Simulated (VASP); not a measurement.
Runs of VASP 6.6.1 on Al2Si. The structure is that of space group P4/mmm (No. 123), or close to it. The cells are those of the table. 

| task | cell | k mesh | cutoff (eV) | gap on the mesh (eV) | pressure (GPa) | relaxed volume (Å³/atom) | largest force (eV/Å) |
| --- | --- | --- | --- | --- | --- | --- | --- |
| relaxation of cell and atoms | relaxed from a = 2.763, b = 2.763, c = 5.702 Å, 3 atoms | 6 × 6 × 4 | 600 | none | 0.0 | 17.28 | 0.03 |
| single point | a = 2.848, b = 2.848, c = 6.393 Å, 3 atoms | 16 × 16 × 8 | 520 | none | 0.0 | - | - |
| single point | a = 2.882, b = 2.882, c = 6.250 Å, 3 atoms | 6 × 6 × 4 | 520 | none | -0.1 | - | 0.01 |
| relaxation of cell and atoms | relaxed from a = 2.882, b = 2.882, c = 6.250 Å, 3 atoms | 16 × 16 × 8 | 600 | none | 0.0 | 17.28 | - |
| single point | a = 2.763, b = 2.763, c = 5.702 Å, 3 atoms | 6 × 6 × 4 | 520 | none | (a) | - | 0.59 |

Alike in all rows: level PBE; potentials or basis VASP PAW PBE potentials, release 64 (Al, Si); no spin polarisation; smearing gaussian 0.1 eV.

Q: Fill in the values left out.

A: (a) 18.4.

Caveats: some runs use coarse meshes; the volume moved by over 15 % at a fixed basis, so the end points are rough (some runs).

A gap of «none» marks levels without a gap at the run's occupations.
